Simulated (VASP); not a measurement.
A run of VASP 6.6.1 is set up as follows.

File INCAR:

```
PREC     = Accurate       # precision mode
ENCUT    = 520            # plane-wave cutoff, eV
EDIFF    = 1E-6           # SCF threshold, eV
ISMEAR   = -1             # smearing method
SIGMA    = 0.05           # smearing width, eV
LREAL    = F              # projectors in reciprocal space
LASPH    = T              # aspherical terms in the spheres
NELM     = 150            # most SCF steps
ALGO     = Normal         # electronic algorithm
ISIF     = 2              # what is computed and relaxed
LWAVE    = F              # write WAVECAR
LCHARG   = T              # write CHGCAR
LNONCOLLINEAR= T              # non-collinear magnetism
MAGMOM   = 0 0 0          # initial moments
LORBIT   = 11             # projections on sites
LSORBIT  = T              # spin-orbit coupling
GGA_COMPAT= F            
LORBMOM  = T            
LMAXMIX  = 4              # l up to which the mixer works
GGA      = PE             # functional
LVHAR    = T            
NBANDS   = 18             # bands
```

KPOINTS

```
Automatic mesh
0
Gamma
  19 19 19
```

POSCAR

```
Re
1.0
   -1.5574723237      1.5574723237      1.5574723237
    1.5574723237     -1.5574723237      1.5574723237
    1.5574723237      1.5574723237     -1.5574723237
Re
1
Direct
    0.0000000000      0.0000000000      0.0000000000
```

Potentials or basis: VASP PAW PBE potentials, release 64 (Re).

The run is started by

```sh
$ cat potpaw_PBE.64/Re/POTCAR > POTCAR
$ mpirun -np 1 vasp_ncl > vasp.out
```

(1) Predict the net moment.

(2) What does it give for the pressure?

Answers

(1) 0.00 μB per cell.

(2) -0.3 GPa.
